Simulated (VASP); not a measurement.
# Mg3Sb2 (P-3m1) in VASP: notebook

The runs below take Mg3Sb2 through relaxation of the atoms, single point, with PBE.

All numbers are computed with VASP 6.6.1; they aren't measurements. Logs are shortened: lines on timing, memory, paths and dates and some standing lists are left out, and cuts for length are marked.

## (1) The cell of the first run

The structure is trigonal, space group P-3m1 (No. 164). The conventional cell has a = 4.594 Å, b = 4.594 Å, c = 7.129 Å, α = 90.00°, β = 90.00°, γ = 120.00°. Within 3.8 Å of Mg (site symmetry 3m) lie 4 Sb at 2.84 to 2.90 Å and 6 Mg at 3.25 to 3.73 Å. Mg (site symmetry -3m) has 6 Sb at 3.10 Å and 6 Mg at 3.73 Å within 4.1 Å. Within 3.7 Å of Sb (site symmetry 3m) lie 7 Mg at 2.84 to 3.10 Å.

## (2) Relaxation of the atoms, PBE (strain along c alone, the other axes held: -2.0 %)

Input file INCAR:

```
SYSTEM = Mg3Sb2
PREC     = Accurate       ! precision mode
ENCUT    = 520            ! plane-wave cutoff, eV
EDIFF    = 1E-7           ! SCF threshold, eV
ISMEAR   = 0              ! smearing method
SIGMA    = 0.01           ! smearing width, eV
LREAL    = .False.        ! projectors in reciprocal space
LASPH    = .True.         ! aspherical terms in the spheres
NELM     = 120            ! most SCF steps
ALGO     = Normal         ! electronic algorithm
ISIF     = 2              ! what is computed and relaxed
LWAVE    = .False.        ! write WAVECAR
LCHARG   = .False.        ! write CHGCAR
GGA      = PE             ! functional
IBRION   = 2              ! ionic algorithm
NSW      = 60             ! ionic steps
EDIFFG   = -0.008         ! ionic threshold
GGA_COMPAT= .False.      
NELMIN   = 4            
KPAR     = 4
```

Input file KPOINTS:

```
Automatic mesh
0
Gamma
  12 12 6
  0 0 0
```

Input file POSCAR:

```
Mg3Sb2
1.0
    4.5938670597      0.0000000000      0.0000000000
   -2.2969335298      3.9784055753      0.0000000000
    0.0000000000      0.0000000000      7.1287899189
Mg Sb
3 2
Direct
    0.3333333333      0.6666666667      0.6319625079
    0.6666666667      0.3333333333      0.3680374921
    0.0000000000      0.0000000000      0.0000000000
    0.3333333333      0.6666666667      0.2256274200
    0.6666666667      0.3333333333      0.7743725800
```

Potentials or basis: VASP PAW PBE potentials, release 64 (Mg, Sb).

Launch:

```bash
$ cat potpaw_PBE.64/Mg/POTCAR potpaw_PBE.64/Sb/POTCAR > POTCAR
$ mpirun -np 4 vasp_std > vasp.out
```

OUTCAR:

```text
SYSTEM = Mg3Sb2
   PREC = Accurate
   ENCUT = 520
   EDIFF = 1E-7
   ISMEAR = 0
   LREAL = .False.
   LASPH = .True.
   NELM = 120
   ISIF = 2
   GGA = PE
   IBRION = 2
   NSW = 60
   EDIFFG = -0.008
   NELMIN = 4

 ion  position               nearest neighbor table
   1  0.333  0.667  0.632-   5 2.84   5 2.84   5 2.84   4 2.90   2 3.25   2 3.25   2 3.25
   2  0.667  0.333  0.368-   4 2.84   4 2.84   4 2.84   5 2.90   1 3.25   1 3.25   1 3.25
   3  0.000  0.000  0.000-   4 3.10   5 3.10   4 3.10   5 3.10   5 3.10   4 3.10
   4  0.333  0.667  0.226-   2 2.84   2 2.84   2 2.84   1 2.90   3 3.10   3 3.10   3 3.10
   5  0.667  0.333  0.774-   1 2.84   1 2.84   1 2.84   2 2.90   3 3.10   3 3.10   3 3.10

  LATTYP: Found a hexagonal cell.
 ALAT       =     4.5938670597
 C/A-ratio  =     1.5518058808

  Lattice vectors:

 A1 = (   4.5938670597,   0.0000000000,   0.0000000000)
 A2 = (  -2.2969335298,   3.9784055753,   0.0000000000)
 A3 = (   0.0000000000,   0.0000000000,   7.1287899189)

Analysis of symmetry for initial positions (statically):
=====================================================================
 Subroutine PRICEL returns:
 Original cell was already a primitive cell.

 Routine SETGRP: Setting up the symmetry group for a
 hexagonal supercell.

 Subroutine GETGRP returns: Found 12 space group operations
 (whereof 12 operations were pure point group operations)
 out of a pool of 24 trial point group operations.

The static configuration has the point symmetry D_3d.

Analysis of symmetry for dynamics (positions and initial velocities):
=====================================================================
 Subroutine PRICEL returns:
 Original cell was already a primitive cell.

 Routine SETGRP: Setting up the symmetry group for a
 hexagonal supercell.

 Subroutine GETGRP returns: Found 12 space group operations
 (whereof 12 operations were pure point group operations)
 out of a pool of 24 trial point group operations.

The dynamic configuration has the point symmetry D_3d.

 Subroutine INISYM returns: Found 12 space group operations
 (whereof 12 operations are pure point group operations),
 and found     1 'primitive' translations

----------------------------------------------------------------------------------------

                                     Primitive cell

  volume of cell :     130.2877

  direct lattice vectors                    reciprocal lattice vectors
     4.593867060  0.000000000  0.000000000     0.217681528  0.125678489  0.000000000
    -2.296933530  3.978405575  0.000000000     0.000000000  0.251356977  0.000000000
     0.000000000  0.000000000  7.128789919     0.000000000  0.000000000  0.140276262

  length of vectors
     4.593867060  4.593867060  7.128789919     0.251356977  0.251356977  0.140276262

  position of ions in fractional coordinates (direct lattice)
     0.333333333  0.666666667  0.631962508
     0.666666667  0.333333333  0.368037492
     0.000000000  0.000000000  0.000000000
     0.333333333  0.666666667  0.225627420
     0.666666667  0.333333333  0.774372580

  ion indices of the primitive-cell ions
   primitive index   ion index
                 1           1
                 2           2
                 3           3
                 4           4
                 5           5

----------------------------------------------------------------------------------------

 KPOINTS: Automatic mesh

Automatic generation of k-mesh.
 Grid dimensions read from file:
 generate k-points for:   12   12    6

 Generating k-lattice:

  Cartesian coordinates                     Fractional coordinates (reciprocal lattice)
     0.018140127  0.010473207  0.000000000     0.083333333  0.000000000  0.000000000
     0.000000000  0.020946415  0.000000000     0.000000000  0.083333333  0.000000000
     0.000000000  0.000000000  0.023379377     0.000000000  0.000000000  0.166666667

  Length of vectors
     0.020946415  0.020946415  0.023379377

  Shift w.r.t. Gamma in fractional coordinates (k-lattice)
     0.000000000  0.000000000  0.000000000

 Subroutine IBZKPT returns following result:
 ===========================================

 Found    100 irreducible k-points:

 Following reciprocal coordinates:
            Coordinates               Weight
  0.000000  0.000000  0.000000      1.000000
  0.083333  0.000000  0.000000      6.000000
  0.166667 -0.000000  0.000000      6.000000
  0.250000  0.000000  0.000000      6.000000
  0.333333  0.000000  0.000000      6.000000
  0.416667 -0.000000  0.000000      6.000000
[... 16 lines left out ...]
  0.166667 -0.000000  0.166667      6.000000
  0.000000  0.166667  0.166667      6.000000
 [... further k-points ...]
   k-points           NKPTS =    100   k-points in BZ     NKDIM =    100   number of bands    NBANDS=     12
   number of dos      NEDOS =    301   number of ions     NIONS =      5
   total plane-waves  NPLWV =  69984
   dimension x,y,z NGX =    36 NGY =   36 NGZ =   54
   dimension x,y,z NGXF=    72 NGYF=   72 NGZF=  108
   ions per type =               3   2
   NGX,Y,Z   is equivalent  to a cutoff of  13.03, 13.03, 12.59 a.u.
   NGXF,Y,Z  is equivalent  to a cutoff of  26.06, 26.06, 25.19 a.u.
 SYSTEM =  Mg3Sb2
   PREC   = accura    normal or accurate (medium, high low for compatibility)
   ISTART =      0    job   : 0-new  1-cont  2-samecut
   ICHARG =      2    charge: 1-file 2-atom 10-const
   ISPIN  =      1    spin polarized calculation?
   LNONCOLLINEAR =      F non collinear calculations
   LSORBIT =      F    spin-orbit coupling
   LASPH  =      T    aspherical Exc in radial PAW
   ENCUT  =  520.0 eV  38.22 Ry    6.18 a.u.   8.54  8.54 13.25*2*pi/ulx,y,z
   NELM   =    120;   NELMIN=  4; NELMDL= -5     # of ELM steps
   EDIFF  = 0.1E-06   stopping-criterion for ELM
   LREAL  =      F    real-space projection
   EDIFFG = -.8E-02   stopping-criterion for IOM
   NSW    =     60    number of steps for IOM
   IBRION =      2    ionic relax: 0-MD 1-quasi-New 2-CG
   NFREE  =      1    steps in history (QN), initial steepest desc. (CG)
   ISIF   =      2    stress and relaxation
   ISYM   =      2    0-nonsym 1-usesym 2-fastsym
   POTIM  = 0.5000    time-step for ionic-motion
   TEBEG  =    0.0;   TEEND  =   0.0 temperature during run
   PSTRESS=    0.0 pullay stress
   NELECT =      16.0000    total number of electrons
   NUPDOWN=      -1.0000    fix difference up-down
   EMIN   =  10.00;   EMAX   =-10.00  energy-range for DOS
   EFERMI =   0.00;   METHOD = LEGACY
   ISMEAR =     0;   SIGMA  =   0.01  broadening in eV -4-tet -1-fermi 0-gaus
   EFERMI_NEDOS =   21; number of points for ismear=-14 and -15
   IALGO  =     38    algorithm
   IMIX   =      4    mixing-type and parameters
     AMIX     =   0.40;   BMIX     =  1.00
     AMIX_MAG =   1.60;   BMIX_MAG =  1.00
  volume/ion in A,a.u.               =      26.06       175.84
  Fermi-wavevector in a.u.,A,eV,Ry     =   0.813730  1.537727  9.009189  0.662157
  Thomas-Fermi vector in A             =   1.923508
   LORBIT       =      0    0 simple, 1 ext, 2 COOP (PROOUT), +10 PAW based schemes
   GGA     = PE    functional components
   LHFCALC =     F    Hartree Fock is set to
   AEXX    =    0.0000 exact exchange contribution
   IVDW    =     0    specifies the selected vdW correction
   LEPSILON=     F    determine dielectric tensor
   LRPA    =     F    only Hartree local field effects (RPA)
 conjugate gradient relaxation of ions
 non-spin polarized calculation
 Gauss-broadening in eV      SIGMA  =   0.01
  energy-cutoff  :      520.00
  volume of cell :      130.29
 maximum number of plane-waves:      3537
 NGX is ok and might be reduce to    36
   NGX = 17   NGY = 17   NGZ = 27

--------------------------------------- Ionic step        1  -------------------------------------------

 number of electron      15.9999998 magnetization

 Free energy of the ion-electron system (eV)
  ---------------------------------------------------
  ext. energy  EPLUGINS =         0.00000000
  ---------------------------------------------------
  free energy    TOTEN  =       -14.63215599 eV

  energy without entropy =      -14.63214356  energy(sigma->0) =      -14.63214978

------------------------ aborting loop because EDIFF is reached ----------------------------------------

  FORCE on cell =-STRESS in cart. coord.  units (eV):
  Direction    XX          YY          ZZ          XY          YZ          ZX
  --------------------------------------------------------------------------------------
  -------------------------------------------------------------------------------------
  Total        0.4226989      0.4226989      1.5483854      0.0000000      0.0000000     -0.0000000
  in kB        5.1980252      5.1980252     19.0408511      0.0000000      0.0000000     -0.0000000
  external PRESSURE =       9.8123005 kB  Pullay stress =       0.0000000 kB
[... 102 lines left out ...]
  energy  without entropy=      -14.6341589543  energy(sigma->0) =      -14.63417135

--------------------------------------- Ionic step        4  -------------------------------------------

 number of electron      16.0000000 magnetization

 Free energy of the ion-electron system (eV)
  ---------------------------------------------------
  ext. energy  EPLUGINS =         0.00000000
  ---------------------------------------------------
  free energy    TOTEN  =       -14.63419282 eV

  energy without entropy =      -14.63416787  energy(sigma->0) =      -14.63418034

 E-fermi :   4.6180     XC(G=0):  -8.8135

 val. band max:        4.5579333335   @ k =   0.0833   0.0000   0.0000
 cond. band min:       4.6249639057   @ k =   0.0000   0.4167   0.3333
 fundamental gap:      0.0670305722
 Fermi energy:         4.6180460420

 k-point     1 :       0.0000    0.0000    0.0000
  band No.  band energies     occupation
      1      -5.8194      2.00000
      2      -4.4933      2.00000
      3      -0.3896      2.00000
      4       3.3435      2.00000
      5       3.3435      2.00000
      6       4.0871      2.00000
      7       4.0871      2.00000
      8       4.6332      0.03254
      9       5.6122      0.00000
     10       5.6339      0.00000
     11       7.4879      0.00000
     12       7.4879      0.00000
[... 331 lines left out ...]
 k-point    24 :       0.0000    0.1667    0.1667
  band No.  band energies     occupation
      1      -5.5741      2.00000
      2      -4.5092      2.00000
      3       0.0555      2.00000
      4       2.0533      2.00000
      5       2.6524      2.00000
      6       2.9656      2.00000
      7       3.9183      2.00000
      8       4.0873      2.00000
      9       5.8594      0.00000
     10       6.7175      0.00000
     11       7.7482      0.00000
     12       8.0184      0.00000

 [... further k-points ...]

------------------------ aborting loop because EDIFF is reached ----------------------------------------

  FORCE on cell =-STRESS in cart. coord.  units (eV):
  Direction    XX          YY          ZZ          XY          YZ          ZX
  --------------------------------------------------------------------------------------
  -------------------------------------------------------------------------------------
  Total        0.4229817      0.4229817      1.3416719      0.0000000      0.0000000      0.0000000
  in kB        5.2015031      5.2015031     16.4988472      0.0000000      0.0000000      0.0000000
  external PRESSURE =       8.9672845 kB  Pullay stress =       0.0000000 kB
[... 20 lines left out ...]
  FREE ENERGIE OF THE ION-ELECTRON SYSTEM (eV)
  ---------------------------------------------------
  free  energy   TOTEN  =       -14.6341928156 eV

  energy  without entropy=      -14.6341678724  energy(sigma->0) =      -14.63418034

 reached required accuracy - stopping structural energy minimisation
```

Run time: 100 s. Hardware: 4 MPI ranks of AMD EPYC 7R13 (Zen 3), shared host; peak memory 0.37 GiB.

What came out:

- Free energy: -14.6342 eV
- Energy gained by relaxing: 0.4 meV/atom
- Ionic steps: 4
- Pressure after relaxing: 0.9 GPa
- Largest force after relaxing: 0.008 eV/Å
- Band gap on the k mesh: zero (bands 8 and 9 overlap by 0.01 eV)

Forces in eV/Å, atoms in the order of the input:
```
Mg   0.000  0.000  0.008
Mg   0.000  0.000 -0.008
Mg   0.000  0.000  0.000
Sb   0.000  0.000  0.005
Sb   0.000  0.000 -0.005
```

Step by step:
| step | energy change (eV) | largest force (eV/Å) | pressure (GPa) |
| --- | --- | --- | --- |
| 1 | 0.0000 | 0.1003 | 0.98 |
| 2 | -0.0011 | 0.0643 | 0.95 |
| 3 | -0.0020 | 0.0120 | 0.89 |
| 4 | -0.0020 | 0.0079 | 0.90 |

Final structure:
```yaml
crystal:
  lattice:
    - [4.59387, 0.00000, 0.00000]
    - [-2.29693, 3.97841, 0.00000]
    - [0.00000, 0.00000, 7.12879]
  atoms:
    - { symbol: Mg, position: [0.33333, 0.66667, 0.63328] }
    - { symbol: Mg, position: [0.66667, 0.33333, 0.36672] }
    - { symbol: Mg, position: [0.00000, 0.00000, 0.00000] }
    - { symbol: Sb, position: [0.33333, 0.66667, 0.22362] }
    - { symbol: Sb, position: [0.66667, 0.33333, 0.77638] }
```

Caveat: the cell differs from its parent crystal (strain along c alone, the other axes held: -2.0 %); spin-orbit coupling is left out, which moves the levels of the heavy elements.

[end of part 1 of 2]
